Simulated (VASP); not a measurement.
Write the native input for VASP 6.6.1 that does the following.

- Task: single point
- Functional: PBEsol
- Potentials or basis: VASP PAW PBE potentials, release 64 (Al, O)
- Cutoff: 520 eV
- k mesh: 6 × 6 × 6
- Occupations: gaussian, width 0.05 eV
- Spin: no spin polarisation
- Dipole correction: no
- Further INCAR settings: ALGO = Normal; EDIFF = 1e-07; NBANDS = 35

The structure of Al2O3 lies in POSCAR:

```
Al2O3
1.0
    2.4421693582      1.4099871363      4.1427332879
   -2.4421693582      1.4099871363      4.1427332879
    0.0000000000     -2.8199742727      4.1427332879
Al O
4 6
Direct
    0.8405082487      0.8405082487      0.8405082487
    0.6594917513      0.6594917513      0.6594917513
    0.1594917513      0.1594917513      0.1594917513
    0.3405082487      0.3405082487      0.3405082487
    0.0558571577      0.4441428423      0.7500000000
    0.7500000000      0.0558571577      0.4441428423
    0.4441428423      0.7500000000      0.0558571577
    0.9441428423      0.5558571577      0.2500000000
    0.2500000000      0.9441428423      0.5558571577
    0.5558571577      0.2500000000      0.9441428423
```

This cell differs from its parent crystal: atoms shifted along a free coordinate, c/a of the conventional cell at fixed volume 2.5445.

One way to write it, as run:

INCAR

```
ALGO     = Normal         # electronic algorithm
EDIFF    = 1E-7           # SCF threshold, eV
ENCUT    = 520            # plane-wave cutoff, eV
GGA      = PS             # functional
ISIF     = 2              # what is computed and relaxed
ISMEAR   = 0              # smearing method
LASPH    = True           # aspherical terms in the spheres
LCHARG   = True           # write CHGCAR
LELF     = True           # ELF
LREAL    = False          # projectors in reciprocal space
LVHAR    = True         
LWAVE    = False          # write WAVECAR
NBANDS   = 35             # bands
NELM     = 60             # most SCF steps
PREC     = Accurate       # precision mode
SIGMA    = 0.05           # smearing width, eV
```

KPOINTS

```
k-points
0
Gamma
  6 6 6
```

Potentials or basis: VASP PAW PBE potentials, release 64 (Al, O).

Run with:

```console
$ cat potpaw_PBE.64/Al/POTCAR potpaw_PBE.64/O/POTCAR > POTCAR
$ mpirun -np 1 vasp_std > vasp.out
```

It gave:

- Pressure: 5.5 GPa
- Largest force: 4.500 eV/Å
- Band gap on the k mesh: 5.70 eV

Caveat: the stress differs along the axes, from -10 to 37 GPa; the PAW data sets were made with another functional, which shifts forces and pressure a little.

It took 60 s on 1 thread of AMD EPYC 9R45 96-Core Processor (Zen 5) (shared host), peak memory 0.23 GiB.
